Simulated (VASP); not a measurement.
Runs of VASP 6.6.1 on CsBr. It takes space group Pm-3m (No. 221, cubic). Conventional cell: a = 4.320 Å, b = 4.320 Å, c = 4.320 Å, α = 90.00°, β = 90.00°, γ = 90.00°. Within 4.9 Å of Cs (site symmetry m-3m) lie 8 Br at 3.74 Å and 6 Cs at 4.32 Å. Br (site symmetry m-3m) has 8 Cs at 3.74 Å and 6 Br at 4.32 Å within 4.9 Å. 

```csv
level,k mesh,cutoff (eV),grid for exact exchange (PRECFOCK),share of exact exchange,screening parameter,gap on the mesh (eV),pressure (GPa)
PBE,4 × 4 × 4,500,-,-,-,4.42,0.7
r2SCAN,4 × 4 × 4,550,-,-,-,5.18,(a)
HSE06,4 × 4 × 4,400,Normal,0.25,0.2079 1/Å,5.60,(b)
PBE0,4 × 4 × 4,400,Normal,0.25,-,6.31,0.2
PBE,6 × 6 × 6,500,-,-,-,4.42,0.7
```

Alike in all rows: task single point; potentials or basis VASP PAW PBE potentials, release 64 (Cs_sv, Br); no spin polarisation; cell as given; smearing gaussian 0.01 eV.

Fill in the values left out.

(a) 0.1; (b) 0.4.

Caveats: spin-orbit coupling is left out, which moves the levels of the heavy elements; the PAW data sets were made with another functional, which shifts forces and pressure a little (at least some runs).

A k mesh can miss the band edges, and the runs leave out spin-orbit coupling on Br, Cs.
